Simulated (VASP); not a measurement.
# HfN (Fm-3m) in VASP: a series of runs, part 2 of 2

VASP 6.6.1.

## (3) Single point, PBE

This run uses another cell than the first one, of 11.02 Å³/atom, 1.021 times its volume.

INCAR reads:

```
SYSTEM = HfN
  PREC = Accurate
  ENCUT = 520
  EDIFF = 1E-7
  ISMEAR = -1
  SIGMA = 0.1
  LREAL = .False.
  LASPH = .True.
  NELM = 100
  ALGO = Normal
  ISIF = 2
  LWAVE = .False.
  LCHARG = .True.
  GGA = PE
  LELF = .True.
  LVHAR = .True.
  NBANDS = 14
```

KPOINTS reads:

```
regular mesh
0
Gamma
  9 9 9
  0 0 0
```

POSCAR reads:

```
HfN
1.0
    0.0000000000      2.2255097759      2.2255097759
    2.2255097759      0.0000000000      2.2255097759
    2.2255097759      2.2255097759      0.0000000000
Hf N
1 1
Direct
    0.0000000000      0.0000000000      0.0000000000
    0.5000000000      0.5000000000      0.5000000000
```

Potentials or basis: VASP PAW PBE potentials, release 64 (Hf_pv, N).

On the command line:

```
> cat potpaw_PBE.64/Hf_pv/POTCAR potpaw_PBE.64/N/POTCAR > POTCAR
> mpirun -np 1 vasp_std > vasp.out
```

OUTCAR:

```text
SYSTEM = HfN
   PREC = Accurate
   ENCUT = 520
   EDIFF = 1E-7
   ISMEAR = -1
   LREAL = .False.
   LASPH = .True.
   NELM = 100
   ISIF = 2
   GGA = PE

 ion  position               nearest neighbor table
   1  0.000  0.000  0.000-   2 2.23   2 2.23   2 2.23   2 2.23   2 2.23   2 2.23
   2  0.500  0.500  0.500-   1 2.23   1 2.23   1 2.23   1 2.23   1 2.23   1 2.23

  LATTYP: Found a face centered cubic cell.
 ALAT       =     4.4510195518

  Lattice vectors:

 A1 = (   0.0000000000,   2.2255097759,   2.2255097759)
 A2 = (   2.2255097759,   0.0000000000,   2.2255097759)
 A3 = (   2.2255097759,   2.2255097759,   0.0000000000)

Analysis of symmetry for initial positions (statically):
=====================================================================
 Subroutine PRICEL returns:
 Original cell was already a primitive cell.

 Routine SETGRP: Setting up the symmetry group for a
 face centered cubic supercell.

 Subroutine GETGRP returns: Found 48 space group operations
 (whereof 48 operations were pure point group operations)
 out of a pool of 48 trial point group operations.

The static configuration has the point symmetry O_h .

Analysis of symmetry for dynamics (positions and initial velocities):
=====================================================================
 Subroutine PRICEL returns:
 Original cell was already a primitive cell.

 Routine SETGRP: Setting up the symmetry group for a
 face centered cubic supercell.

 Subroutine GETGRP returns: Found 48 space group operations
 (whereof 48 operations were pure point group operations)
 out of a pool of 48 trial point group operations.

The dynamic configuration has the point symmetry O_h .

 Subroutine INISYM returns: Found 48 space group operations
 (whereof 48 operations are pure point group operations),
 and found     1 'primitive' translations

----------------------------------------------------------------------------------------

                                     Primitive cell

  volume of cell :      22.0454

  direct lattice vectors                    reciprocal lattice vectors
     0.000000000  2.225509776  2.225509776    -0.224667627  0.224667627  0.224667627
     2.225509776  0.000000000  2.225509776     0.224667627 -0.224667627  0.224667627
     2.225509776  2.225509776  0.000000000     0.224667627  0.224667627 -0.224667627

  length of vectors
     3.147346108  3.147346108  3.147346108     0.389135745  0.389135745  0.389135745

  position of ions in fractional coordinates (direct lattice)
     0.000000000  0.000000000  0.000000000
     0.500000000  0.500000000  0.500000000

  ion indices of the primitive-cell ions
   primitive index   ion index
                 1           1
                 2           2

----------------------------------------------------------------------------------------

 KPOINTS: regular mesh

Automatic generation of k-mesh.
 Grid dimensions read from file:
 generate k-points for:    9    9    9

 Generating k-lattice:

  Cartesian coordinates                     Fractional coordinates (reciprocal lattice)
    -0.024963070  0.024963070  0.024963070     0.111111111  0.000000000  0.000000000
     0.024963070 -0.024963070  0.024963070     0.000000000  0.111111111  0.000000000
     0.024963070  0.024963070 -0.024963070     0.000000000  0.000000000  0.111111111

  Length of vectors
     0.043237305  0.043237305  0.043237305

  Shift w.r.t. Gamma in fractional coordinates (k-lattice)
     0.000000000  0.000000000  0.000000000

 Subroutine IBZKPT returns following result:
 ===========================================

 Found     35 irreducible k-points:

 Following reciprocal coordinates:
            Coordinates               Weight
  0.000000  0.000000  0.000000      1.000000
  0.111111  0.000000  0.000000      8.000000
  0.222222  0.000000  0.000000      8.000000
  0.333333  0.000000  0.000000      8.000000
  0.444444  0.000000  0.000000      8.000000
  0.111111  0.111111  0.000000      6.000000
[... 16 lines left out ...]
 -0.333333  0.333333  0.000000     12.000000
  0.444444  0.444444  0.000000      6.000000
 [... further k-points ...]
   k-points           NKPTS =     35   k-points in BZ     NKDIM =     35   number of bands    NBANDS=     14
   number of dos      NEDOS =    301   number of ions     NIONS =      2
   total plane-waves  NPLWV =  13824
   dimension x,y,z NGX =    24 NGY =   24 NGZ =   24
   dimension x,y,z NGXF=    48 NGYF=   48 NGZF=   48
   ions per type =               1   1
   NGX,Y,Z   is equivalent  to a cutoff of  12.68, 12.68, 12.68 a.u.
   NGXF,Y,Z  is equivalent  to a cutoff of  25.35, 25.35, 25.35 a.u.
 SYSTEM =  HfN
   PREC   = accura    normal or accurate (medium, high low for compatibility)
   ISTART =      0    job   : 0-new  1-cont  2-samecut
   ICHARG =      2    charge: 1-file 2-atom 10-const
   ISPIN  =      1    spin polarized calculation?
   LNONCOLLINEAR =      F non collinear calculations
   LSORBIT =      F    spin-orbit coupling
   LASPH  =      T    aspherical Exc in radial PAW
   ENCUT  =  520.0 eV  38.22 Ry    6.18 a.u.   5.85  5.85  5.85*2*pi/ulx,y,z
   NELM   =    100;   NELMIN=  2; NELMDL= -5     # of ELM steps
   EDIFF  = 0.1E-06   stopping-criterion for ELM
   LREAL  =      F    real-space projection
   EDIFFG = 0.1E-05   stopping-criterion for IOM
   NSW    =      0    number of steps for IOM
   IBRION =     -1    ionic relax: 0-MD 1-quasi-New 2-CG
   NFREE  =      0    steps in history (QN), initial steepest desc. (CG)
   ISIF   =      2    stress and relaxation
   ISYM   =      2    0-nonsym 1-usesym 2-fastsym
   POTIM  = 0.5000    time-step for ionic-motion
   TEBEG  =    0.0;   TEEND  =   0.0 temperature during run
   PSTRESS=    0.0 pullay stress
   NELECT =      15.0000    total number of electrons
   NUPDOWN=      -1.0000    fix difference up-down
   EMIN   =  10.00;   EMAX   =-10.00  energy-range for DOS
   EFERMI =   0.00;   METHOD = LEGACY
   ISMEAR =    -1;   SIGMA  =   0.10  broadening in eV -4-tet -1-fermi 0-gaus
   EFERMI_NEDOS =   21; number of points for ismear=-14 and -15
   IALGO  =     38    algorithm
   IMIX   =      4    mixing-type and parameters
     AMIX     =   0.40;   BMIX     =  1.00
     AMIX_MAG =   1.60;   BMIX_MAG =  1.00
  volume/ion in A,a.u.               =      11.02        74.38
  Fermi-wavevector in a.u.,A,eV,Ry     =   1.439900  2.721017 28.209133  2.073313
  Thomas-Fermi vector in A             =   2.558704
   LORBIT       =      0    0 simple, 1 ext, 2 COOP (PROOUT), +10 PAW based schemes
   GGA     = PE    functional components
[... 5 lines left out ...]
 non-spin polarized calculation
  energy-cutoff  :      520.00
  volume of cell :       22.05
 maximum number of plane-waves:       609
   NGX = 11   NGY = 11   NGZ = 11

 number of electron      15.0000001 magnetization

 Free energy of the ion-electron system (eV)
  ---------------------------------------------------
  ext. energy  EPLUGINS =         0.00000000
  ---------------------------------------------------
  free energy    TOTEN  =       -21.71185409 eV

  energy without entropy =      -21.69195002  energy(sigma->0) =      -21.70190206

 E-fermi :   8.7805     XC(G=0): -12.9700

 val. band max:        8.7611138008   @ k =   0.4444   0.2222   0.1111
 cond. band min:       8.8342108294   @ k =   0.1111   0.0000   0.0000
 fundamental gap:      0.0730970286
 Fermi energy:         8.7804725576

 k-point     1 :       0.0000    0.0000    0.0000
  band No.  band energies     occupation
      1     -22.1856      2.00000
      2     -22.1856      2.00000
      3     -22.1856      2.00000
      4      -8.9868      2.00000
      5       5.7096      2.00000
      6       5.7096      2.00000
      7       5.7096      2.00000
      8       8.4168      1.94870
      9       8.4168      1.94870
     10       8.4168      1.94870
     11      10.8688      0.00000
     12      10.8688      0.00000
     13      11.0269      0.00000
     14      18.4635      0.00000
[... 375 lines left out ...]
 k-point    24 :       0.4444    0.4444    0.0000
  band No.  band energies     occupation
      1     -23.0930      2.00000
      2     -22.5350      2.00000
      3     -22.5350      2.00000
      4      -7.8388      2.00000
      5       3.1516      2.00000
      6       4.8499      2.00000
      7       5.0465      2.00000
      8       5.0465      2.00000
      9      13.0494      0.00000
     10      14.5822      0.00000
     11      14.5822      0.00000
     12      14.6798      0.00000
     13      17.6624      0.00000
     14      18.6722      0.00000

 [... further k-points ...]

------------------------ aborting loop because EDIFF is reached ----------------------------------------

  FORCE on cell =-STRESS in cart. coord.  units (eV):
  Direction    XX          YY          ZZ          XY          YZ          ZX
  --------------------------------------------------------------------------------------
  -------------------------------------------------------------------------------------
  Total        2.3413584      2.3413584      2.3413584      0.0000000     -0.0000000      0.0000000
  in kB      170.1609722    170.1609722    170.1609722      0.0000000     -0.0000000      0.0000000
  external PRESSURE =     170.1609722 kB  Pullay stress =       0.0000000 kB

 VOLUME and BASIS-vectors are now :
 -----------------------------------------------------------------------------
  energy-cutoff  :      520.00
  volume of cell :       22.05
      direct lattice vectors                 reciprocal lattice vectors
     0.000000000  2.225509776  2.225509776    -0.224667627  0.224667627  0.224667627
     2.225509776  0.000000000  2.225509776     0.224667627 -0.224667627  0.224667627
     2.225509776  2.225509776  0.000000000     0.224667627  0.224667627 -0.224667627

 POSITION                                       TOTAL-FORCE (eV/Angst)
 -----------------------------------------------------------------------------------
      0.00000      0.00000      0.00000         0.000000      0.000000      0.000000
      2.22551      2.22551      2.22551        -0.000000     -0.000000     -0.000000
 -----------------------------------------------------------------------------------
    total drift:                                0.000000     -0.000000     -0.000000

  FREE ENERGIE OF THE ION-ELECTRON SYSTEM (eV)
  ---------------------------------------------------
  free  energy   TOTEN  =       -21.7118540900 eV

  energy  without entropy=      -21.6919500232  energy(sigma->0) =      -21.70190206
```

OSZICAR:

```text
N       E                     dE             d eps       ncg     rms          rms(c)
DAV:   1     0.395076813932E+02    0.39508E+02   -0.79558E+03   980   0.102E+03
DAV:   2    -0.226894471221E+02   -0.62197E+02   -0.57746E+02  1258   0.238E+02
DAV:   3    -0.247080805669E+02   -0.20186E+01   -0.20106E+01  1142   0.356E+01
DAV:   4    -0.247151431006E+02   -0.70625E-02   -0.70609E-02  1130   0.241E+00
DAV:   5    -0.247151836845E+02   -0.40584E-04   -0.40584E-04  1184   0.157E-01    0.537E+01
DAV:   6    -0.217947763560E+02    0.29204E+01   -0.80515E+00  1094   0.224E+01    0.448E+01
DAV:   7    -0.217351342915E+02    0.59642E-01   -0.44378E-01  1208   0.596E+00    0.274E+01
DAV:   8    -0.217161412489E+02    0.18993E-01   -0.78085E-02  1184   0.246E+00    0.556E+00
DAV:   9    -0.217119926939E+02    0.41486E-02   -0.12130E-02  1136   0.882E-01    0.193E+00
DAV:  10    -0.217118854221E+02    0.10727E-03   -0.10634E-03  1300   0.312E-01    0.404E-01
DAV:  11    -0.217118563366E+02    0.29086E-04   -0.73212E-05  1130   0.860E-02    0.101E-01
DAV:  12    -0.217118545122E+02    0.18244E-05   -0.70824E-06  1300   0.227E-02    0.250E-02
DAV:  13    -0.217118541679E+02    0.34425E-06   -0.24258E-07  1076   0.481E-03    0.354E-03
DAV:  14    -0.217118540900E+02    0.77931E-07   -0.13419E-08   748   0.105E-03
   1 F= -.21711854E+02 E0= -.21701902E+02  d E =-.199041E-01
```

Wall time 10 s (1 thread of Intel Xeon 6975P-C, shared host); peak memory 0.14 GiB.

What came out:

| Item | Value |
| --- | --- |
| Free energy | -21.7119 eV |
| Pressure | 17.0 GPa |

Levels at points of the mesh, in eV from the Fermi level:
| k point | band 5 | band 6 | band 7 | band 8 | band 9 | band 10 | band 11 | band 12 |
| --- | --- | --- | --- | --- | --- | --- | --- | --- |
| (0.00, 0.00, 0.00) | -3.07 | -3.07 | -3.07 | -0.36 | -0.36 | -0.36 | 2.09 | 2.09 |

Caveat: spin-orbit coupling is left out, which moves the levels of the heavy elements.

## (4) Single point, PBE

This run uses another cell than the first one, of 11.25 Å³/atom, 1.043 times its volume.

INCAR reads:

```
SYSTEM = HfN
  PREC = Accurate
  ENCUT = 520
  EDIFF = 1E-7
  ISMEAR = -1
  SIGMA = 0.1
  LREAL = .False.
  LASPH = .True.
  NELM = 60
  ALGO = Normal
  ISIF = 2
  LWAVE = .False.
  LCHARG = .False.
  GGA = PE
  NBANDS = 14
```

KPOINTS is that of step 3.

POSCAR reads:

```
HfN
1.0
    0.0000000000      2.2408586042      2.2408586042
    2.2408586042      0.0000000000      2.2408586042
    2.2408586042      2.2408586042      0.0000000000
Hf N
1 1
Direct
    0.0000000000      0.0000000000      0.0000000000
    0.5000000000      0.5000000000      0.5000000000
```

On the command line:

```
> cat potpaw_PBE.64/Hf_pv/POTCAR potpaw_PBE.64/N/POTCAR > POTCAR
> mpirun -np 1 vasp_std > vasp.out
```

Run time: 10 s. Hardware: 1 thread of Intel Xeon 6975P-C, shared host; peak memory 0.14 GiB.

Results (log left out):

```
Free energy : -21.7511 eV
Pressure    : 10.3 GPa
```

Levels at points of the mesh, in eV from the Fermi level:
```csv
k point,band 4,band 5,band 6,band 7,band 8,band 9,band 10,band 11,band 12,band 13
"(0.00, 0.00, 0.00)",-17.65,-3.05,-3.05,-3.05,-0.35,-0.35,-0.35,2.04,2.04,2.04
```

Caveat: spin-orbit coupling is left out, which moves the levels of the heavy elements.

## (5) Single point, PBE

This run uses another cell than the first one, of 11.48 Å³/atom, 1.064 times its volume.

INCAR reads:

```
SYSTEM = HfN
ALGO = Normal ; EDIFF = 1E-6
ENCUT = 520 ; GGA = PE
ISIF = 2 ; ISMEAR = -1
LASPH = .TRUE. ; LCHARG = .FALSE.
LREAL = .FALSE. ; LWAVE = .FALSE.
NBANDS = 14 ; NELM = 60
PREC = Accurate ; SIGMA = 0.1
```

KPOINTS reads:

```
k-points
0
G
  9 9 9
  0 0 0
```

POSCAR reads:

```
HfN
1.0
    0.0000000000      2.2560000000      2.2560000000
    2.2560000000      0.0000000000      2.2560000000
    2.2560000000      2.2560000000      0.0000000000
Hf N
1 1
Direct
    0.0000000000      0.0000000000      0.0000000000
    0.5000000000      0.5000000000      0.5000000000
```

On the command line:

```
> cat potpaw_PBE.64/Hf_pv/POTCAR potpaw_PBE.64/N/POTCAR > POTCAR
> mpirun -np 1 vasp_std > vasp.out
```

Wall time 7.8 s (1 thread of Intel Xeon 6975P-C, shared host); peak memory 0.14 GiB.

Results (log left out):

- Free energy: -21.7719 eV
- Pressure: 4.2 GPa

Levels at points of the mesh, in eV from the Fermi level:
```
           k point  band 4  band 5  band 6  band 7  band 8  band 9  band 10  band 11  band 12  band 13
(0.00, 0.00, 0.00)  -17.53   -3.03   -3.03   -3.03   -0.34   -0.34    -0.34     1.84     1.99     1.99
```

Caveat: spin-orbit coupling is left out, which moves the levels of the heavy elements.

## (6) Summary

| cell | gap on the mesh (eV) | pressure (GPa) |
| --- | --- | --- |
| a = 3.125 Å, angles 60.0°, 2 atoms | none | 24.5 |
| a = 3.147 Å, angles 60.0°, 2 atoms | none | 17.0 |
| a = 3.169 Å, angles 60.0°, 2 atoms | none | 10.3 |
| a = 3.190 Å, angles 60.0°, 2 atoms | none | 4.2 |

Alike in all rows: task single point; level PBE; potentials or basis VASP PAW PBE potentials, release 64 (Hf_pv, N); no spin polarisation; k mesh 9 × 9 × 9; cutoff (eV) 520; smearing fermi-dirac 0.1 eV.

Caveats: spin-orbit coupling is left out, which moves the levels of the heavy elements.

Absolute energies hang on the potentials; compare differences alone.
